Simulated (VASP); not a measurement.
TiN:

```
Ti N
1.0
     0.00000    2.04434    2.04434
     2.04434    0.00000    2.04434
     2.04434    2.04434    0.00000
Ti N
1 1
Cartesian
  0.0000 0.0000 0.0000
  2.0443 2.0443 2.0443
```

Base run:

| Quantity | Value |
| --- | --- |
| Program | VASP 6.6.1 |
| Functional | PBEsol |
| Potentials or basis | VASP PAW PBE potentials, release 64 (Ti_sv, N) |
| Cutoff | 520 eV |
| k mesh | 20 × 20 × 20 |
| Occupations | gaussian, width 0.15 eV |
| Spin | collinear spin |
| Starting moments | [0.5, 0.0] μB |
| Fixed moment | 0.5 μB |

Its results: pressure 32.6 GPa; site moments Ti +0.38; N +0.03 μB.

Problem. The run is repeated on the same cell with these changes: fixed moment from 0.5 μB to 0.75 μB; moments at the start from [0.5, 0.0] to [0.75, 0.0]. What comes out?

Solution. Pressure 35.6 GPa; site moments Ti +0.56; N +0.06 μB.

Caveats: the cell stands under pressure; the PAW data sets were made with another functional, which shifts forces and pressure a little; the total moment is fixed, so each spin has its own Fermi level and the state may be an excited one.
